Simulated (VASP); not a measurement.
# MoS2 (P6_3/mmc) in VASP: further runs, part 2 of 2

VASP 6.6.1. The steps go on from the part before.

## 4. Single point, PBE (epitaxial xy strain +1.0%)

The input, INCAR:

```
ALGO = Normal
EDIFF = 1E-6
ENCUT = 520
GGA = PE
ISIF = 2
ISMEAR = -1
LASPH = True
LCHARG = False
LREAL = False
LWAVE = False
NBANDS = 35
NELM = 80
PREC = Accurate
SIGMA = 0.02
```

The input, KPOINTS:

```
k-points
0
Gamma
  12 12 2
```

The input, POSCAR:

```
MoS2
1.0
    3.2047501286      0.0000000000      0.0000000000
   -1.6023750643      2.7753950241      0.0000000000
    0.0000000000      0.0000000000     12.3737164794
Mo S
2 4
Direct
    0.3333333333      0.6666666667      0.2500000000
    0.6666666667      0.3333333333      0.7500000000
    0.6666666667      0.3333333333      0.3749062020
    0.6666666667      0.3333333333      0.1250937980
    0.3333333333      0.6666666667      0.8749062020
    0.3333333333      0.6666666667      0.6250937980
```

Command:

```bash
> cat potpaw_PBE.64/Mo_sv/POTCAR potpaw_PBE.64/S/POTCAR > POTCAR
> mpirun -np 1 vasp_std > vasp.out
```

Wall time 2 min (1 thread of Intel Xeon 6975P-C, shared host); peak memory 0.29 GiB.

Results (log left out):

* Free energy: -43.6282 eV
* Pressure: 0.5 GPa
* Largest force: 0.090 eV/Å
* Band gap on the k mesh: 0.82 eV, indirect (least direct gap 1.53 eV)

Forces in eV/Å, atoms in the order of the input:
```
Mo   0.000  0.000  0.000
Mo   0.000  0.000  0.000
S    0.000  0.000  0.090
S    0.000  0.000 -0.090
S    0.000  0.000  0.090
S    0.000  0.000 -0.090
```

Stress tensor (GPa, compression positive):
```
-0.85  0.00  0.00
 0.00 -0.85  0.00
 0.00  0.00  3.05
```

Levels at points of the mesh, in eV from the valence-band top:
```
           k point  band 24  band 25  band 26  band 27  band 28  band 29
(0.00, 0.00, 0.00)    -1.21    -1.03     0.00     1.96     1.96     1.98
(0.50, 0.00, 0.00)    -1.73    -1.44    -1.30     1.40     1.45     1.85
(0.00, 0.00, 0.50)    -2.33    -0.25    -0.25     1.96     1.96     1.96
(0.50, 0.00, 0.50)    -1.81    -1.36    -1.36     1.42     1.42     1.96
```

Caveat: the cell differs from its parent crystal (epitaxial xy strain +1.0%); this functional lacks dispersion, which binds the layers, so the pressure and a relaxed spacing across them are unreliable. A k mesh can miss the band edges.

## 5. Single point, PBE (epitaxial xy strain +2.0%)

The input, INCAR:

```
SYSTEM = MoS2
  ALGO = Normal
  EDIFF = 1E-6
  ENCUT = 520
  GGA = PE
  ISIF = 2
  ISMEAR = -1
  LASPH = .True.
  LCHARG = .True.
  LELF = .True.
  LREAL = .False.
  LVHAR = .True.
  LWAVE = .False.
  NBANDS = 35
  NELM = 80
  PREC = Accurate
  SIGMA = 0.02
```

The input, KPOINTS:

```
k-points
0
Gamma
  12 12 2
  0 0 0
```

The input, POSCAR:

```
MoS2
1.0
    3.2364803279      0.0000000000      0.0000000000
   -1.6182401640      2.8028741828      0.0000000000
    0.0000000000      0.0000000000     12.3343036794
Mo S
2 4
Direct
    0.3333333333      0.6666666667      0.2500000000
    0.6666666667      0.3333333333      0.7500000000
    0.6666666667      0.3333333333      0.3745234020
    0.6666666667      0.3333333333      0.1254765980
    0.3333333333      0.6666666667      0.8745234020
    0.3333333333      0.6666666667      0.6254765980
```

Potentials or basis: VASP PAW PBE potentials, release 64 (Mo_sv, S).

Command:

```bash
> cat potpaw_PBE.64/Mo_sv/POTCAR potpaw_PBE.64/S/POTCAR > POTCAR
> mpirun -np 1 vasp_std > vasp.out
```

OUTCAR:

```text
SYSTEM = MoS2
   EDIFF = 1E-6
   ENCUT = 520
   GGA = PE
   ISIF = 2
   ISMEAR = -1
   LASPH = .True.
   LREAL = .False.
   NELM = 80
   PREC = Accurate

 ion  position               nearest neighbor table
   1  0.333  0.667  0.250-   3 2.42   4 2.42   3 2.42   4 2.42   3 2.42   4 2.42
   2  0.667  0.333  0.750-   5 2.42   6 2.42   5 2.42   6 2.42   5 2.42   6 2.42
   3  0.667  0.333  0.375-   1 2.42   1 2.42   1 2.42
   4  0.667  0.333  0.125-   1 2.42   1 2.42   1 2.42
   5  0.333  0.667  0.875-   2 2.42   2 2.42   2 2.42
   6  0.333  0.667  0.625-   2 2.42   2 2.42   2 2.42
[... 1120 lines left out ...]
  -------------------------------------------------------------------------------------
  Total       -2.3284593     -2.3284593      2.0157687      0.0000000     -0.0000000      0.0000000
  in kB      -33.3417219    -33.3417219     28.8642355      0.0000000     -0.0000000      0.0000000
  external PRESSURE =     -12.6064028 kB  Pullay stress =       0.0000000 kB

 VOLUME and BASIS-vectors are now :
 -----------------------------------------------------------------------------
  energy-cutoff  :      520.00
  volume of cell :      111.89
      direct lattice vectors                 reciprocal lattice vectors
     3.236480328  0.000000000  0.000000000     0.308977623  0.178388314  0.000000000
    -1.618240164  2.802874183  0.000000000     0.000000000  0.356776628  0.000000000
     0.000000000  0.000000000 12.334303679     0.000000000  0.000000000  0.081074702

 POSITION                                       TOTAL-FORCE (eV/Angst)
 -----------------------------------------------------------------------------------
     -0.00000      1.86858      3.08358        -0.000000      0.000000      0.000000
      1.61824      0.93429      9.25073         0.000000     -0.000000      0.000000
      1.61824      0.93429      4.61949        -0.000000      0.000000      0.081238
      1.61824      0.93429      1.54767        -0.000000      0.000000     -0.081238
     -0.00000      1.86858     10.78664         0.000000     -0.000000      0.081238
     -0.00000      1.86858      7.71482         0.000000     -0.000000     -0.081238
 -----------------------------------------------------------------------------------
    total drift:                                0.000000     -0.000000      0.000000

  FREE ENERGIE OF THE ION-ELECTRON SYSTEM (eV)
  ---------------------------------------------------
  free  energy   TOTEN  =       -43.5920568421 eV

  energy  without entropy=      -43.5920568404  energy(sigma->0) =      -43.59205684
```

OSZICAR:

```text
N       E                     dE             d eps       ncg     rms          rms(c)
DAV:   1     0.435560155595E+03    0.43556E+03   -0.29417E+04  2956   0.140E+03
DAV:   2    -0.238228590462E+02   -0.45938E+03   -0.44525E+03  3245   0.362E+02
DAV:   3    -0.462661543134E+02   -0.22443E+02   -0.22010E+02  3282   0.722E+01
DAV:   4    -0.467210123256E+02   -0.45486E+00   -0.45322E+00  3181   0.103E+01
DAV:   5    -0.467301169909E+02   -0.91047E-02   -0.91034E-02  3131   0.147E+00    0.322E+01
DAV:   6    -0.444439775620E+02    0.22861E+01   -0.13987E+01  2879   0.234E+01    0.126E+01
DAV:   7    -0.439267928049E+02    0.51718E+00   -0.56545E+00  2861   0.150E+01    0.777E+00
DAV:   8    -0.435909537864E+02    0.33584E+00   -0.81178E-01  2925   0.599E+00    0.273E+00
DAV:   9    -0.435986010356E+02   -0.76472E-02   -0.89243E-02  3023   0.149E+00    0.113E+00
DAV:  10    -0.435922062606E+02    0.63948E-02   -0.28996E-02  2862   0.115E+00    0.436E-01
DAV:  11    -0.435922688895E+02   -0.62629E-04   -0.16782E-03  2947   0.223E-01    0.250E-01
DAV:  12    -0.435920476084E+02    0.22128E-03   -0.64440E-04  2930   0.149E-01    0.976E-02
DAV:  13    -0.435920518492E+02   -0.42408E-05   -0.15482E-04  3059   0.622E-02    0.127E-02
DAV:  14    -0.435920559742E+02   -0.41250E-05   -0.11508E-05  2672   0.157E-02    0.190E-02
DAV:  15    -0.435920568421E+02   -0.86790E-06   -0.84989E-07  2051   0.449E-03
   1 F= -.43592057E+02 E0= -.43592057E+02  d E =-.170616E-08
```

stdout:

```text
POSCAR found type information on POSCAR MoS
 POSCAR found :  2 types and       6 ions
 scaLAPACK will be used
 LDA part: xc-table for (Slater+PW92), standard interpolation
 POSCAR, INCAR and KPOINTS ok, starting setup
 FFT: planning ... GRIDC
 FFT: planning ... GRID_SOFT
 FFT: planning ... GRID
 WAVECAR not read
 entering main loop
```

Wall time 1.9 min (1 thread of Intel Xeon 6975P-C, shared host); peak memory 0.29 GiB.

Results:

```yaml
Free_energy: -43.5921 eV
Pressure: -1.3 GPa
Largest_force: 0.081 eV/Å
Band_gap_on_the_k_mesh: 0.63 eV, indirect (least direct gap 1.44 eV)
```

Forces on the atoms (eV/Å):
```
Mo   0.000  0.000  0.000
Mo   0.000  0.000  0.000
S    0.000  0.000  0.081
S    0.000  0.000 -0.081
S    0.000  0.000  0.081
S    0.000  0.000 -0.081
```

Stress tensor (GPa, compression positive):
```
-3.33  0.00  0.00
 0.00 -3.33  0.00
 0.00  0.00  2.89
```

Caveat: the cell differs from its parent crystal (epitaxial xy strain +2.0%); this functional lacks dispersion, which binds the layers, so the pressure and a relaxed spacing across them are unreliable. A k mesh can miss the band edges.

## 6. Single point, PBE (epitaxial xy strain +3.0%)

The input, INCAR:

```
SYSTEM = MoS2
PREC = Accurate
ENCUT = 520
EDIFF = 1E-6
ISMEAR = -1
SIGMA = 0.02
LREAL = .FALSE.
LASPH = .TRUE.
NELM = 80
ALGO = Normal
ISIF = 2
LWAVE = .FALSE.
LCHARG = .TRUE.
GGA = PE
LELF = .TRUE.
LVHAR = .TRUE.
NBANDS = 35
```

The input, KPOINTS:

```
Automatic mesh
0
G
  12 12 2
  0 0 0
```

The input, POSCAR:

```
MoS2
1.0
    3.2682105272      0.0000000000      0.0000000000
   -1.6341052636      2.8303533414      0.0000000000
    0.0000000000      0.0000000000     12.2860915468
Mo S
2 4
Direct
    0.3333333333      0.6666666667      0.2500000000
    0.6666666667      0.3333333333      0.7500000000
    0.6666666667      0.3333333333      0.3742473743
    0.6666666667      0.3333333333      0.1257526257
    0.3333333333      0.6666666667      0.8742473743
    0.3333333333      0.6666666667      0.6257526257
```

Potentials or basis: VASP PAW PBE potentials, release 64 (Mo_sv, S).

Command:

```bash
> cat potpaw_PBE.64/Mo_sv/POTCAR potpaw_PBE.64/S/POTCAR > POTCAR
> mpirun -np 1 vasp_std > vasp.out
```

Wall time 2.1 min (1 thread of Intel Xeon 6975P-C, shared host); peak memory 0.29 GiB.

Results (log left out):

```yaml
Free_energy: -43.5221 eV
Pressure: -2.8 GPa
Largest_force: 0.073 eV/Å
Band_gap_on_the_k_mesh: 0.46 eV, indirect (least direct gap 1.35 eV)
```

Forces on the atoms (eV/Å):
```
Mo   0.000  0.000  0.000
Mo   0.000  0.000  0.000
S    0.000  0.000  0.073
S    0.000  0.000 -0.073
S    0.000  0.000  0.073
S    0.000  0.000 -0.073
```

Stress tensor (GPa, compression positive):
```
-5.64  0.00  0.00
 0.00 -5.64  0.00
 0.00  0.00  2.77
```

Levels at points of the mesh, in eV from the valence-band top:
```
           k point  band 24  band 25  band 26  band 27  band 28  band 29
(0.00, 0.00, 0.00)    -1.12    -0.92     0.00     1.70     1.70     1.72
(0.50, 0.00, 0.00)    -2.00    -1.53    -1.35     1.07     1.12     1.53
(0.00, 0.00, 0.50)    -2.36    -0.21    -0.21     1.71     1.71     1.71
(0.50, 0.00, 0.50)    -2.09    -1.43    -1.43     1.10     1.10     1.61
```

Caveat: the cell differs from its parent crystal (epitaxial xy strain +3.0%); this functional lacks dispersion, which binds the layers, so the pressure and a relaxed spacing across them are unreliable. A k mesh can miss the band edges.

## 7. Overview

| cell | gap on the mesh (eV) | pressure (GPa) | largest force (eV/Å) |
| --- | --- | --- | --- |
| a = 3.110, b = 3.110, c = 12.557 Å, angles 90.0, 90.0, 120.0°, 6 atoms | 1.04 | 6.3 | 0.11 |
| a = 3.141, b = 3.141, c = 12.498 Å, angles 90.0, 90.0, 120.0°, 6 atoms | 1.00 | 4.2 | 0.11 |
| a = 3.205, b = 3.205, c = 12.374 Å, angles 90.0, 90.0, 120.0°, 6 atoms | 0.82 | 0.5 | 0.09 |
| a = 3.236, b = 3.236, c = 12.334 Å, angles 90.0, 90.0, 120.0°, 6 atoms | 0.63 | -1.3 | 0.08 |
| a = 3.268, b = 3.268, c = 12.286 Å, angles 90.0, 90.0, 120.0°, 6 atoms | 0.46 | -2.8 | 0.07 |

Alike in all rows: task single point; level PBE; potentials or basis VASP PAW PBE potentials, release 64 (Mo_sv, S); no spin polarisation; k mesh 12 × 12 × 2; cutoff (eV) 520; smearing fermi-dirac 0.02 eV.

Caveats: this functional lacks dispersion, which binds the layers, so the pressure and a relaxed spacing across them are unreliable.

Absolute energies hang on the potentials; compare differences alone.
